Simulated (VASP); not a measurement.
In: single point with PBE

In:

```xyz
6
Lattice="3.8302 0.0000 0.0000 0.0000 3.8302 0.0000 0.0000 0.0000 11.3663" Properties=species:S:1:pos:R:3 pbc="T T T"
In    0.0000    0.0000    9.4715
In    0.0000    0.0000    1.8948
In    0.0000    0.0000    5.6831
In    1.9151    1.9151    0.0000
In    1.9151    1.9151    3.7889
In    1.9151    1.9151    7.5774
```

* Program: VASP 6.6.1
* Task: single point
* Functional: PBE
* Potentials or basis: VASP PAW PBE potentials, release 64 (In_d)
* Cutoff: 520 eV
* k mesh: 10 × 10 × 4
* Occupations: gaussian, width 0.1 eV
* Spin: no spin polarisation
* Dipole correction: no
* k mesh for the DOS: 15 × 15 × 6
* Occupations for the DOS: tetrahedron
* Further INCAR settings: ALGO = Fast; EDIFF = 1e-07

The valence electrons inside the program's atomic spheres are In 11.31, 11.32 (each value once).

Levels at points of the mesh, in eV from the Fermi level:
```
           k point  band 37  band 38  band 39  band 40  band 41  band 42
(0.00, 0.00, 0.00)     1.19     1.19     1.40     2.65     2.65     2.65
(0.00, 0.00, 0.50)     1.56     1.56     1.56     1.56     2.14     2.14
```

It took 18 min on 1 thread of Intel(R) Xeon(R) 6975P-C (Granite Rapids), on a shared host, peak memory 0.76 GiB.

Caveat: spin-orbit coupling is left out, which moves the levels of the heavy elements.
